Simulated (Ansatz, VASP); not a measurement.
# Two plane-wave programs on PbS

INCAR

```
SYSTEM = PbS
  ALGO = Normal
  EDIFF = 1E-6
  ENCUT = 500
  GGA = PS
  GGA_COMPAT = .False.
  ISIF = 2
  ISMEAR = 1
  LASPH = .True.
  LCHARG = .False.
  LREAL = .False.
  LWAVE = .False.
  NBANDS = 17
  NELM = 120
  PREC = Accurate
  SIGMA = 0.5
```

The input KPOINTS:

```
k-points
0
Gamma
  6 6 6
  0 0 0
```

Contents of POSCAR:

```
PbS
1.0
    0.0000000000      2.9705683225      2.9705683225
    2.9705683225      0.0000000000      2.9705683225
    2.9705683225      2.9705683225      0.0000000000
Pb S
1 1
Direct
    0.0000000000      0.0000000000      0.0000000000
    0.5000000000      0.5000000000      0.5000000000
```

Input for Ansatz:

```yaml
crystal:
  lattice:
    - [0.0, 2.9705683225, 2.9705683225]
    - [2.9705683225, 0.0, 2.9705683225]
    - [2.9705683225, 2.9705683225, 0.0]
  atoms:
    - { symbol: Pb, position: [0.0, 0.0, 0.0] }
    - { symbol: S, position: [0.5, 0.5, 0.5] }
kpoints:
  mp_grid: { grid: [6, 6, 6] }
hamiltonian:
  xc: pbesol
scf:
  occupations: { method: methfessel_paxton, width: 0.5 }
  n_extra_bands: 4
output:
  forces: true
  stress: true
  eigenvalues: true
```

Alike in both runs: task single point; functional PBEsol; k mesh 6 × 6 × 6; occupations methfessel-paxton of order 1, width 0.5 eV; no spin polarisation.

|  | VASP | Ansatz |
| --- | --- | --- |
| version | VASP 6.6.1 | Ansatz 0.2.0 |
| potentials or method | VASP PAW PBE potentials, release 64 (Pb_d, S) | plane waves |
| plane-wave cutoff (eV) | 500 | 420 |
| valence electrons in the cell | 20 | 20 |

```csv
,VASP,Ansatz,Ansatz less VASP
pressure (GPa),-1.3,-1.3,+0.05
```

VASP's potentials were made for PBE, not for PBEsol.

Neither program's run includes spin-orbit coupling.
